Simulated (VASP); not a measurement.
Crystal: SnO2.

```
CELL_PARAMETERS angstrom
4.73800 0.00000 0.00000
0.00000 4.73800 0.00000
0.00000 0.00000 3.18650
ATOMIC_POSITIONS crystal
Sn 0.00000 0.00000 0.00000
Sn 0.50000 0.50000 0.50000
O 0.30710 0.30710 0.00000
O 0.19290 0.80710 0.50000
O 0.69290 0.69290 0.00000
O 0.80710 0.19290 0.50000
```

| Item | Value |
| --- | --- |
| Program | VASP 6.6.1 |
| Task | relaxation of cell and atoms |
| Functional | PBE |
| Potentials or basis | VASP PAW PBE potentials, release 64 (Sn_d, O) |
| Cutoff | 600 eV |
| k mesh | 4 × 4 × 6 |
| Occupations | fermi-dirac, width 0.05 eV |
| Spin | no spin polarisation |

At the start: pressure 11.6 GPa; volume 11.92 Å³/atom.

Task: Where does the relaxation end?

Result: Over 7 steps the energy falls by 23.6 meV/atom and the volume is 12.61 Å³/atom (+5.8 %); space group P4_2/mnm (No. 136, to 0.1 Å) before and after.

The path:
| step | energy change (eV) | largest force (eV/Å) | pressure (GPa) | volume (Å³) |
| --- | --- | --- | --- | --- |
| 1 | 0.0000 | 0.2931 | 11.58 | 71.53 |
| 2 | 0.0619 | 0.3540 | -10.36 | 80.83 |
| 3 | -0.1397 | 0.0635 | 0.01 | 75.50 |
| 4 | -0.1397 | 0.0577 | 0.22 | 75.42 |
| 5 | -0.1414 | 0.0036 | 0.10 | 75.56 |
| 6 | -0.1416 | 0.0190 | 0.05 | 75.62 |
| 7 | -0.1416 | 0.0016 | -0.06 | 75.67 |

Final structure:
```
Sn O
1.0
     4.83050    0.00000    0.00000
     0.00000    4.83050    0.00000
     0.00000    0.00000    3.24276
Sn O
2 4
Direct
  0.00000 0.00000 0.00000
  0.50000 0.50000 0.50000
  0.30656 0.30656 0.00000
  0.19344 0.80656 0.50000
  0.69344 0.69344 0.00000
  0.80656 0.19344 0.50000
```
